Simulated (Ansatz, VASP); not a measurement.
# Be in VASP and in Ansatz

```
Be
1.0
     3.74681   -0.05620   -0.05620
    -0.05620    3.74681   -0.05620
    -0.03422   -0.03422    2.28128
Be
4
Direct
  0.29741 0.29741 0.00000
  0.70259 0.70259 0.00000
  0.20259 0.79741 0.50000
  0.79741 0.20259 0.50000
```

Change from the starting cell: equal xy, yz and zx shear strains of -3 %, crystal datasets.

Alike in both runs: task electric field gradients; functional PBEsol; k mesh 9 × 9 × 14; occupations fermi-dirac, width 0.05 eV; no spin polarisation.

|  | VASP | Ansatz |
| --- | --- | --- |
| version | VASP 6.6.1 | Ansatz 0.2.0 |
| potentials or method | VASP PAW PBE potentials, release 64 (Be), cutoff 520 eV | all-electron PAW with datasets made for the crystal, scalar-relativistic |

Ansatz gave:

* pressure (GPa): -0.9
* traceless stress, the component that is largest in VASP (GPa): 4.92
* rms of the force components (eV/Å): 0.056
* size of Vzz on the site where it differs most (V/Å²): 1.6

**Question.** What did VASP give for the same quantities?

**Answer.** Pressure (GPa): -0.5; traceless stress, the component that is largest in VASP (GPa): 4.93; rms of the force components (eV/Å): 0.056; size of Vzz on the site where it differs most (V/Å²): 1.9.

VASP's potentials were made for PBE, not for PBEsol. Atom by atom the forces differ by 0.002 eV/Å (rms over components). Ansatz ran all-electron here, and VASP with PAW potentials.
